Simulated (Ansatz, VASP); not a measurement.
## One calculation of Sb, two programs

The input INCAR:

```
SYSTEM = Sb
PREC = Accurate ; ENCUT = 520
EDIFF = 1E-6 ; ISMEAR = -1
SIGMA = 0.1 ; LREAL = .FALSE.
LASPH = .TRUE. ; NELM = 80
ALGO = Normal ; ISIF = 2
LWAVE = .FALSE. ; LCHARG = .TRUE.
GGA = B5 ; ALDAX = 1.0
AGGAX = 1.0 ; AGGAC = 1.0
ALDAC = 0.0 ; LELF = .TRUE.
LVHAR = .TRUE. ; NBANDS = 8
```

File KPOINTS:

```
Automatic mesh
0
G
  12 12 12
  0 0 0
```

The input POSCAR:

```
Sb
1.0
    0.0000000000      2.3727216019      2.3727216019
    2.3727216019      0.0000000000      2.3727216019
    2.3727216019      2.3727216019      0.0000000000
Sb
1
Direct
    0.0000000000      0.0000000000      0.0000000000
```

Input for Ansatz:

```yaml
crystal:
  lattice:
    - [0.0, 2.3727216019, 2.3727216019]
    - [2.3727216019, 0.0, 2.3727216019]
    - [2.3727216019, 2.3727216019, 0.0]
  atoms:
    - { symbol: Sb, position: [0.0, 0.0, 0.0] }
hamiltonian:
  xc: blyp
  pseudopotentials:
    kind: paw
    azcp:
      Sb: "pseudopotentials/Sb.paw.azcp"
basis:
  ecutwfc: 420
  fft_grid_basis: typed
kpoints:
  mp_grid: { grid: [12, 12, 12], shift: [0, 0, 0] }
magnetization:
  spin_polarized: false
scf:
  occupations: { method: fermi_dirac, width: 0.1 }
  lower_state_search: "off"
output:
  stress: true
```

Alike in both runs: task single point; functional BLYP; k mesh 12 × 12 × 12; occupations fermi-dirac, width 0.1 eV; no spin polarisation.

|  | VASP | Ansatz |
| --- | --- | --- |
| version | VASP 6.6.1 | Ansatz 0.2.0 |
| potentials or method | VASP PAW PBE potentials, release 64 (Sb), cutoff 520 eV | plane waves (420 eV) with PAW, scalar-relativistic |
| valence electrons in the cell | 5 | 15 |

VASP gave:

```
pressure (GPa) : 7.9
```

Question: What did Ansatz give for the same quantities?

Answer: Pressure (GPa): 7.7.

VASP's potentials were made for PBE, not for BLYP. VASP's potentials hold 5 valence electrons a cell and Ansatz's 15, so a difference there can come from the potentials and not from the codes.

Spin-orbit coupling is off throughout.
